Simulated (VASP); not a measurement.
A run of VASP 6.6.1:

The input POSCAR:

```
SrTe
1.0
    0.0000000000      3.3526569095      3.3526569095
    3.3526569095      0.0000000000      3.3526569095
    3.3526569095      3.3526569095      0.0000000000
Sr Te
1 1
Direct
    0.0000000000      0.0000000000      0.0000000000
    0.5000000000      0.5000000000      0.5000000000
```

Contents of INCAR.step1:

```
PREC = Accurate ; ENCUT = 440
EDIFF = 1E-5 ; ISMEAR = 0
SIGMA = 0.01 ; LREAL = False
LASPH = True ; NELM = 120
ALGO = Normal ; ISIF = 2
LWAVE = True ; LCHARG = False
NBANDS = 15 ; GGA = PE
GGA_COMPAT = False
```

File INCAR.step2:

```
PREC = Accurate ; ENCUT = 440
EDIFF = 1E-6 ; ISMEAR = 0
SIGMA = 0.01 ; LREAL = False
LASPH = True ; NELM = 120
ALGO = Normal ; ISIF = 2
LWAVE = False ; LCHARG = False
METAGGA = R2SCAN ; LHFCALC = True
AEXX = 0.1 ; LMIXTAU = True
PRECFOCK = Normal ; NBANDS = 15
ISTART = 1 ; GGA_COMPAT = False
```

File KPOINTS:

```
Automatic mesh
0
Gamma
  4 4 4
```

Potentials or basis: VASP PAW PBE potentials, release 64 (Sr_sv, Te).

Run with:

```console
$ cat potpaw_PBE.64/Sr_sv/POTCAR potpaw_PBE.64/Te/POTCAR > POTCAR
$ cp INCAR.step1 INCAR
$ mpirun -np 1 vasp_std > vasp.out
$ cp INCAR.step2 INCAR
$ mpirun -np 1 vasp_std > vasp.out
```

Hardware: 1 thread of AMD EPYC 9R45 96-Core Processor (Zen 5) (shared host).

Question: How long does it take, and how much memory?

Answer: Wall time 8.5 min on 1 thread of AMD EPYC 9R45 96-Core Processor (Zen 5), with other jobs on the host, peak memory 0.17 GiB. Counts: k points 8.
